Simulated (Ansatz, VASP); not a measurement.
CuI in VASP and in Ansatz

Contents of POSCAR:

```
CuI
1.0
    0.0000000000      3.0551163534      3.0551163534
    3.0551163534      0.0000000000      3.0551163534
    3.0551163534      3.0551163534      0.0000000000
Cu I
1 1
Direct
    0.0000000000      0.0000000000      0.0000000000
    0.2500000000      0.2500000000      0.2500000000
```

File INCAR.step1:

```
SYSTEM = CuI
ALGO = Normal
EDIFF = 1E-5
ENCUT = 520
GGA = PE
ISIF = 2
ISMEAR = -1
LASPH = .True.
LCHARG = .False.
LREAL = .False.
LWAVE = .True.
NBANDS = 16
NELM = 80
PREC = Accurate
SIGMA = 0.05
```

Contents of INCAR.step2:

```
SYSTEM = CuI
ALGO = Normal
EDIFF = 1E-6
ENCUT = 520
GGA = PE
HFSCREEN = 0.2079
ISIF = 2
ISMEAR = -1
ISTART = 1
LASPH = .True.
LCHARG = .False.
LHFCALC = .True.
LREAL = .False.
LWAVE = .False.
NBANDS = 16
NELM = 80
PREC = Accurate
PRECFOCK = Normal
SIGMA = 0.05
```

KPOINTS

```
k-points
0
Gamma
  4 4 4
  0 0 0
```

Input for Ansatz:

```yaml
crystal:
  lattice:
    - [0.0, 3.055116353386, 3.055116353386]
    - [3.055116353386, 0.0, 3.055116353386]
    - [3.055116353386, 3.055116353386, 0.0]
  atoms:
    - { symbol: Cu, position: [0.0, 0.0, 0.0] }
    - { symbol: I, position: [0.25, 0.25, 0.25] }
kpoints:
  mp_grid: { grid: [4, 4, 4] }
hamiltonian:
  xc: hse06
  pseudopotentials:
    kind: paw
    azcp:
      Cu: "pseudopotentials/pbe/paw/ansatz_paw_generated_hard_1/Cu.paw.azcp"
      I: "pseudopotentials/pbe/paw/ansatz_paw_generated_hard_1/I.paw.azcp"
scf:
  occupations: { method: fermi_dirac, width: 0.05 }
  convergence: { dr2_threshold: "1e-10 eV" }
  exx: { energy_threshold: "2e-8 eV", singularity: regularized }
output:
  forces: true
  stress: true
  eigenvalues: true
```

Alike in both runs: task single point; functional HSE06; k mesh 4 × 4 × 4; occupations fermi-dirac, width 0.05 eV; no spin polarisation.

|  | VASP | Ansatz |
| --- | --- | --- |
| version | VASP 6.6.1 | Ansatz 0.2.0 development build |
| potentials or method | VASP PAW PBE potentials, release 64 (Cu, I) | plane waves, PAW datasets (generated hard set |
| plane-wave cutoff (eV) | 520 | 700 |
| valence electrons in the cell | 18 | 36 |

VASP gave:

- gap on the k mesh at the Fermi level (eV): 2.55

Task: What did Ansatz give for the same quantities?

Result: gap on the k mesh at the Fermi level (eV): 2.60.

VASP's potentials hold 18 valence electrons a cell and Ansatz's 36, so a difference there can come from the potentials and not from the codes.

The k mesh is coarse, so the values compare programs but aren't converged. Neither program's run includes spin-orbit coupling.
